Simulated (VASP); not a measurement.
Crystal: SnO2.

```
Sn O
1.0
     1.61709    0.93363    4.80059
    -1.61709    0.93363    4.80059
     0.00000   -1.86726    4.80059
Sn O
1 2
Direct
  0.50000 0.50000 0.50000
  0.23717 0.23717 0.23717
  0.76283 0.76283 0.76283
```

Base run:

```yaml
Program: VASP 6.6.1
Functional: r2SCAN
Potentials_or_basis: VASP PAW PBE potentials, release 64 (Sn_d, O)
Cutoff: 660 eV
k_mesh: 8 × 8 × 8
Occupations: gaussian, width 0.01 eV
Spin: no spin polarisation
```

Its results: band gap on the k mesh 2.43 eV, indirect (least direct gap 2.54 eV); pressure -6.4 GPa; largest force 0.556 eV/Å.

Q: The run is repeated on the same cell with these changes: functional from r2SCAN to BLYP; cutoff from 660 eV to 600 eV. What comes out?

A: Band gap on the k mesh 1.91 eV, indirect (least direct gap 2.02 eV); pressure 4.3 GPa; largest force 0.091 eV/Å.

r2SCAN gives the wider gap, since meta-GGAs in the generalised Kohn-Sham scheme recover part of the derivative discontinuity.

Caveats: the PAW data sets were made with another functional, which shifts forces and pressure a little; spin-orbit coupling is left out, which moves the levels of the heavy elements.

A k mesh can miss the band edges.
